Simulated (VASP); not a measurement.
# BeS (P6_3/mmc) in VASP: single point with HSE06

Aim: the single point of BeS with HSE06.

Everything below comes from runs of VASP 6.6.1. Logs are shortened: lines on timing, memory, paths and dates and some standing lists are left out, and cuts for length are marked.

### 1 The cell of the first run

The structure is hexagonal, space group P6_3/mmc (No. 194). The conventional cell has a = 3.384 Å, b = 3.384 Å, c = 5.389 Å, α = 90.00°, β = 90.00°, γ = 120.00°. Within 3.1 Å of Be (site symmetry -3m) lie 6 S at 2.37 Å and 2 Be at 2.69 Å. Within 3.1 Å of S (site symmetry -6m2) lie 6 Be at 2.37 Å.

### 2 Single point, HSE06 (strain +2.5%)

POSCAR reads:

```
BeS
1.0
    3.3843919729      0.0000000000      0.0000000000
   -1.6921959864      2.9309694249      0.0000000000
    0.0000000000      0.0000000000      5.3892302740
Be S
2 2
Direct
    0.0000000000      0.0000000000      0.0000000000
    0.0000000000      0.0000000000      0.5000000000
    0.3333333333      0.6666666667      0.2500000000
    0.6666666667      0.3333333333      0.7500000000
```

INCAR.step1 reads:

```
ALGO = Normal
EDIFF = 1E-5
ENCUT = 520
GGA = PE
ISIF = 2
ISMEAR = 0
LASPH = True
LCHARG = False
LREAL = False
LWAVE = True
NBANDS = 16
NELM = 60
PREC = Accurate
SIGMA = 0.01
```

INCAR.step2 reads:

```
ALGO = Normal
EDIFF = 1E-7
ENCUT = 520
GGA = PE
HFSCREEN = 0.2079
ISIF = 2
ISMEAR = 0
ISTART = 1
LASPH = True
LCHARG = False
LHFCALC = True
LREAL = False
LWAVE = False
NBANDS = 16
NELM = 60
PREC = Accurate
PRECFOCK = Normal
SIGMA = 0.01
```

KPOINTS reads:

```
k-points
0
Gamma
  6 6 4
```

Potentials or basis: VASP PAW PBE potentials, release 64 (Be, S).

Started as:

```sh
$ cat potpaw_PBE.64/Be/POTCAR potpaw_PBE.64/S/POTCAR > POTCAR
$ cp INCAR.step1 INCAR
$ mpirun -np 1 vasp_std > vasp.out
$ cp INCAR.step2 INCAR
$ mpirun -np 1 vasp_std > vasp.out
```

OUTCAR:

```text
EDIFF = 1E-7
   ENCUT = 520
   GGA = PE
   HFSCREEN = 0.2079
   ISIF = 2
   ISMEAR = 0
   ISTART = 1
   LASPH = True
   LHFCALC = True
   LREAL = False
   NELM = 60
   PREC = Accurate
   PRECFOCK = Normal

 ion  position               nearest neighbor table
   1  0.000  0.000  0.000-   3 2.37   4 2.37   3 2.37   4 2.37   4 2.37   3 2.37
   2  0.000  0.000  0.500-   3 2.37   4 2.37   3 2.37   4 2.37   4 2.37   3 2.37
   3  0.333  0.667  0.250-   1 2.37   2 2.37   1 2.37   2 2.37   1 2.37   2 2.37
   4  0.667  0.333  0.750-   1 2.37   2 2.37   1 2.37   2 2.37   1 2.37   2 2.37

  LATTYP: Found a hexagonal cell.
 ALAT       =     3.3843919729
 C/A-ratio  =     1.5923776906

  Lattice vectors:

 A1 = (   3.3843919729,   0.0000000000,   0.0000000000)
 A2 = (  -1.6921959864,   2.9309694249,   0.0000000000)
 A3 = (   0.0000000000,   0.0000000000,   5.3892302740)

Analysis of symmetry for initial positions (statically):
=====================================================================
 Subroutine PRICEL returns:
 Original cell was already a primitive cell.

 Routine SETGRP: Setting up the symmetry group for a
 hexagonal supercell.

 Subroutine GETGRP returns: Found 24 space group operations
 (whereof 12 operations were pure point group operations)
 out of a pool of 24 trial point group operations.

The static configuration has the point symmetry D_3d.
 The point group associated with its full space group is D_6h.

Analysis of symmetry for dynamics (positions and initial velocities):
=====================================================================
 Subroutine PRICEL returns:
 Original cell was already a primitive cell.

 Routine SETGRP: Setting up the symmetry group for a
 hexagonal supercell.

 Subroutine GETGRP returns: Found 24 space group operations
 (whereof 12 operations were pure point group operations)
 out of a pool of 24 trial point group operations.

The dynamic configuration has the point symmetry D_3d.
 The point group associated with its full space group is D_6h.

 Subroutine INISYM returns: Found 24 space group operations
 (whereof 12 operations are pure point group operations),
 and found     1 'primitive' translations

----------------------------------------------------------------------------------------

                                     Primitive cell

  volume of cell :      53.4587

  direct lattice vectors                    reciprocal lattice vectors
     3.384391973  0.000000000  0.000000000     0.295474049  0.170592022  0.000000000
    -1.692195986  2.930969425  0.000000000     0.000000000  0.341184044  0.000000000
     0.000000000  0.000000000  5.389230274     0.000000000  0.000000000  0.185555255

  length of vectors
     3.384391973  3.384391973  5.389230274     0.341184044  0.341184044  0.185555255

  position of ions in fractional coordinates (direct lattice)
     0.000000000  0.000000000  0.000000000
     0.000000000  0.000000000  0.500000000
     0.333333333  0.666666667  0.250000000
     0.666666667  0.333333333  0.750000000

  ion indices of the primitive-cell ions
   primitive index   ion index
                 1           1
                 2           2
                 3           3
                 4           4

----------------------------------------------------------------------------------------

 KPOINTS: k-points

Automatic generation of k-mesh.
 Grid dimensions read from file:
 generate k-points for:    6    6    4

 Generating k-lattice:

  Cartesian coordinates                     Fractional coordinates (reciprocal lattice)
     0.049245675  0.028432004  0.000000000     0.166666667  0.000000000  0.000000000
     0.000000000  0.056864007  0.000000000     0.000000000  0.166666667  0.000000000
     0.000000000  0.000000000  0.046388814     0.000000000  0.000000000  0.250000000

  Length of vectors
     0.056864007  0.056864007  0.046388814

  Shift w.r.t. Gamma in fractional coordinates (k-lattice)
     0.000000000  0.000000000  0.000000000

 Subroutine IBZKPT returns following result:
 ===========================================

 Found     21 irreducible k-points:

 Following reciprocal coordinates:
            Coordinates               Weight
  0.000000  0.000000  0.000000      1.000000
  0.166667  0.000000  0.000000      6.000000
  0.333333  0.000000  0.000000      6.000000
  0.500000  0.000000  0.000000      3.000000
  0.166667  0.166667  0.000000      6.000000
  0.333333  0.166667  0.000000     12.000000
[... 13 lines left out ...]
  0.333333  0.166667  0.500000     12.000000
  0.333333  0.333333  0.500000      2.000000
   k-points           NKPTS =     21   k-points in BZ     NKDIM =    144   number of bands    NBANDS=     16
   number of dos      NEDOS =    301   number of ions     NIONS =      4
   total plane-waves  NPLWV =  31360
   dimension x,y,z NGX =    28 NGY =   28 NGZ =   40
   dimension x,y,z NGXF=    56 NGYF=   56 NGZF=   80
   ions per type =               2   2
   NGX,Y,Z   is equivalent  to a cutoff of  13.75, 13.75, 12.34 a.u.
   NGXF,Y,Z  is equivalent  to a cutoff of  27.51, 27.51, 24.68 a.u.
 SYSTEM =  unknown system
   PREC   = accura    normal or accurate (medium, high low for compatibility)
   ISTART =      1    job   : 0-new  1-cont  2-samecut
   ICHARG =      0    charge: 1-file 2-atom 10-const
   ISPIN  =      1    spin polarized calculation?
   LNONCOLLINEAR =      F non collinear calculations
   LSORBIT =      F    spin-orbit coupling
   LASPH  =      T    aspherical Exc in radial PAW
   ENCUT  =  520.0 eV  38.22 Ry    6.18 a.u.   6.29  6.29 10.02*2*pi/ulx,y,z
   NELM   =     60;   NELMIN=  2; NELMDL=  0     # of ELM steps
   EDIFF  = 0.1E-06   stopping-criterion for ELM
   LREAL  =      F    real-space projection
   EDIFFG = 0.1E-05   stopping-criterion for IOM
   NSW    =      0    number of steps for IOM
   IBRION =     -1    ionic relax: 0-MD 1-quasi-New 2-CG
   NFREE  =      0    steps in history (QN), initial steepest desc. (CG)
   ISIF   =      2    stress and relaxation
   ISYM   =      3    0-nonsym 1-usesym 2-fastsym
   POTIM  = 0.5000    time-step for ionic-motion
   TEBEG  =    0.0;   TEEND  =   0.0 temperature during run
   PSTRESS=    0.0 pullay stress
   NELECT =      16.0000    total number of electrons
   NUPDOWN=      -1.0000    fix difference up-down
   EMIN   =  10.00;   EMAX   =-10.00  energy-range for DOS
   EFERMI =   0.00;   METHOD = LEGACY
   ISMEAR =     0;   SIGMA  =   0.01  broadening in eV -4-tet -1-fermi 0-gaus
   EFERMI_NEDOS =   21; number of points for ismear=-14 and -15
   IALGO  =     38    algorithm
   IMIX   =      1    mixing-type and parameters
     AMIX     =   0.40;   BMIX     =  1.00
     AMIX_MAG =   1.60;   BMIX_MAG =  1.00
  volume/ion in A,a.u.               =      13.36        90.19
  Fermi-wavevector in a.u.,A,eV,Ry     =   1.095070  2.069382 16.315815  1.199179
  Thomas-Fermi vector in A             =   2.231387
   LORBIT       =      0    0 simple, 1 ext, 2 COOP (PROOUT), +10 PAW based schemes
   GGA     = PE    functional components
   LHFCALC =     T    Hartree Fock is set to
   PRECFOCK=normal    Normal, Fast or Accurate (Low or Medium for compatibility)
   ENCUT4O =  -1.0   cutoff for four orbital integrals eV
   NKREDX  =     1    reduce k-point grid by
   NKREDY  =     1    reduce k-point grid by
   NKREDZ  =     1    reduce k-point grid by
   AEXX    =    0.2500 exact exchange contribution
   HFSCREEN=    0.2079 screening length (either q_TF or 0.3 A-1)
   HFSCREENC=   0.2079 screening length for correlation (either q_TF or 0.3 A-1)
   ENCUTFOCK=  -1.0 apply spherical cutoff to Coloumb kernel
   IVDW    =     0    specifies the selected vdW correction
   LEPSILON=     F    determine dielectric tensor
   LRPA    =     F    only Hartree local field effects (RPA)
 non-spin polarized calculation
 Gauss-broadening in eV      SIGMA  =   0.01
  energy-cutoff  :      520.00
  volume of cell :       53.46
 maximum number of plane-waves:      1460
 NGX is ok and might be reduce to    28
  NGX = 20; NGY = 20; NGZ = 32

 number of electron      15.9999998 magnetization

 Free energy of the ion-electron system (eV)
  ---------------------------------------------------
  ext. energy  EPLUGINS =         0.00000000
  ---------------------------------------------------
  free energy    TOTEN  =       -20.41959174 eV

  energy without entropy =      -20.41959174  energy(sigma->0) =      -20.41959174

 E-fermi :   5.3170     XC(G=0):  -8.5196

 val. band max:        5.2614788185   @ k =   0.0000   0.0000   0.0000
 cond. band min:       7.5503871899   @ k =   0.3333   0.3333   0.0000
 fundamental gap:      2.2889083714
 Fermi energy:         5.3170240301

 k-point     1 :       0.0000    0.0000    0.0000
  band No.  band energies     occupation
      1     -10.8114      2.00000
      2      -8.4962      2.00000
      3      -2.0751      2.00000
      4       4.5092      2.00000
      5       4.5092      2.00000
      6       4.5439      2.00000
[... 8 lines left out ...]
     15      14.8404      0.00000
     16      15.8976      0.00000

 k-point     2 :       0.1667    0.0000    0.0000
  band No.  band energies     occupation
      1     -10.4542      2.00000
      2      -8.2374      2.00000
      3      -1.6948      2.00000
      4       1.9505      2.00000
      5       3.2829      2.00000
      6       3.3588      2.00000
[... 8 lines left out ...]
     15      14.3879      0.00000
     16      15.4974      0.00000

 k-point     3 :       0.3333    0.0000    0.0000
  band No.  band energies     occupation
      1      -9.4917      2.00000
      2      -7.7401      2.00000
      3      -0.7302      2.00000
      4      -0.6241      2.00000
      5       0.8011      2.00000
      6       2.2409      2.00000
[... 8 lines left out ...]
     15      15.6875      0.00000
     16      16.4907      0.00000
[... 305 lines left out ...]
 k-point    20 :       0.3333    0.1667    0.5000
  band No.  band energies     occupation
      1      -8.1933      2.00000
      2      -8.1933      2.00000
      3      -1.3702      2.00000
      4      -1.3702      2.00000
      5       1.0488      2.00000
      6       1.0488      2.00000
[... 8 lines left out ...]
     15      16.5912      0.00000
     16      16.5912      0.00000

 k-point    21 :       0.3333    0.3333    0.5000
  band No.  band energies     occupation
      1      -7.8827      2.00000
      2      -7.8827      2.00000
      3      -0.8560      2.00000
      4      -0.8560      2.00000
      5      -0.7183      2.00000
      6      -0.7183      2.00000
[... 8 lines left out ...]
     15      16.8044      0.00000
     16      16.8044      0.00000

------------------------ aborting loop because EDIFF is reached ----------------------------------------

  FORCE on cell =-STRESS in cart. coord.  units (eV):
  Direction    XX          YY          ZZ          XY          YZ          ZX
  --------------------------------------------------------------------------------------
  -------------------------------------------------------------------------------------
  Total       -3.0441349     -3.0441349     -3.0546975     -0.0000000     -0.0000000      0.0000000
  in kB      -91.2338072    -91.2338072    -91.5503713     -0.0000000     -0.0000000      0.0000000
  external PRESSURE =     -91.3393286 kB  Pullay stress =       0.0000000 kB

 VOLUME and BASIS-vectors are now :
 -----------------------------------------------------------------------------
  energy-cutoff  :      520.00
  volume of cell :       53.46
      direct lattice vectors                 reciprocal lattice vectors
     3.384391973  0.000000000  0.000000000     0.295474049  0.170592022  0.000000000
    -1.692195986  2.930969425  0.000000000     0.000000000  0.341184044  0.000000000
     0.000000000  0.000000000  5.389230274     0.000000000  0.000000000  0.185555255

 POSITION                                       TOTAL-FORCE (eV/Angst)
 -----------------------------------------------------------------------------------
      0.00000      0.00000      0.00000        -0.000000      0.000000      0.000000
      0.00000      0.00000      2.69462        -0.000000      0.000000      0.000000
     -0.00000      1.95398      1.34731         0.000000     -0.000000      0.000000
      1.69220      0.97699      4.04192        -0.000000      0.000000      0.000000
 -----------------------------------------------------------------------------------
    total drift:                               -0.000000     -0.000000      0.000000

  FREE ENERGIE OF THE ION-ELECTRON SYSTEM (eV)
  ---------------------------------------------------
  free  energy   TOTEN  =       -20.4195917424 eV

  energy  without entropy=      -20.4195917424  energy(sigma->0) =      -20.41959174
```

Run time: 18 min. Hardware: 1 thread of Intel Xeon 6975P-C (Granite Rapids), shared host; peak memory 0.28 GiB.

What came out:

```
Free energy            : -20.4196 eV
Pressure               : -9.1 GPa
Band gap on the k mesh : 2.29 eV (least direct gap 4.28 eV)
```

Caveat: the cell differs from its parent crystal (strain +2.5%); the cell stands under tension; the PAW data sets were made with another functional, which shifts forces and pressure a little. A k mesh can miss the band edges.
